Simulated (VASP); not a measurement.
Write the native input for VASP 6.6.1 that does the following.

```
Task                   : single point
Functional             : LDA
Potentials or basis    : VASP PAW LDA potentials, release 64 (Pb_d)
Cutoff                 : 520 eV
k mesh                 : 8 × 8 × 8
Occupations            : fermi-dirac, width 0.136057 eV
Spin                   : no spin polarisation
Dipole correction      : no
Further INCAR settings : ALGO = Normal; EDIFF = 1e-06; NBANDS = 21
```

The structure of Pb lies in POSCAR:

```
Pb
1.0
    0.0000000000      3.4155287373      3.4155287373
    3.4155287373      0.0000000000      3.4155287373
    3.4155287373      3.4155287373      0.0000000000
Pb
2
Direct
    0.0000000000      0.0000000000      0.0000000000
    0.2500000000      0.2500000000      0.2500000000
```

This isn't the form of Pb at room conditions, which is fcc.

These files were run (other wordings do the same):

INCAR

```
  ALGO = Normal
  EDIFF = 1E-6
  ENCUT = 520
  ISIF = 2
  ISMEAR = -1
  LASPH = True
  LCHARG = True
  LELF = True
  LREAL = False
  LVHAR = True
  LWAVE = False
  NBANDS = 21
  NELM = 80
  PREC = Accurate
  SIGMA = 0.13605693000000002
```

KPOINTS

```
k-points
0
Gamma
  8 8 8
```

Potentials or basis: VASP PAW LDA potentials, release 64 (Pb_d).

Run with:

```console
$ cat potpaw_LDA.64/Pb_d/POTCAR > POTCAR
$ mpirun -np 1 vasp_std > vasp.out
```

It gave:

```
Pressure               : -0.1 GPa
Band gap on the k mesh : zero (bands 14 and 15 overlap by 1.18 eV)
```

Caveat: spin-orbit coupling is left out, which moves the levels of the heavy elements.

It took 51 s on 1 thread of Intel Xeon 8259CL, with other jobs on the host, peak memory 0.19 GiB.
